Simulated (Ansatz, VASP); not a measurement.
SnO2: VASP beside Ansatz

```xyz
6
Lattice="4.7690 0.0000 0.0000 0.0000 4.7690 0.0000 0.0000 0.0000 3.2121" Properties=species:S:1:pos:R:3 pbc="T T T"
Sn    0.0000    0.0000    0.0000
Sn    2.3845    2.3845    1.6060
O     1.4606    1.4606    0.0000
O     0.9239    3.8451    1.6060
O     3.3084    3.3084    0.0000
O     3.8451    0.9239    1.6060
```

Alike in both runs: functional PBEsol; k mesh 6 × 6 × 8; occupations gaussian, width 0.02 eV; no spin polarisation.

Ansatz relaxed the structure, and its values are those at the end. VASP's run is a single point on that final structure, the one shown.

|  | VASP | Ansatz |
| --- | --- | --- |
| version | VASP 6.6.1 | Ansatz 0.2.0 |
| potentials or method | VASP PAW PBE potentials, release 64 (Sn_d, O), cutoff 520 eV | scalar-relativistic, plane waves, PAW |
| valence electrons in the cell | 52 | 52 |

```tsv
	VASP	Ansatz	Ansatz less VASP
gap on the k mesh at the Fermi level (eV)	0.91	0.92	+0.005
least direct gap on the mesh (eV)	0.91	0.92	+0.005
pressure (GPa)	0.6	0.0	-0.64
rms of the force components (eV/Å)	0.007	0.000	-0.0072
```

VASP's potentials were made for PBE, not for PBEsol.
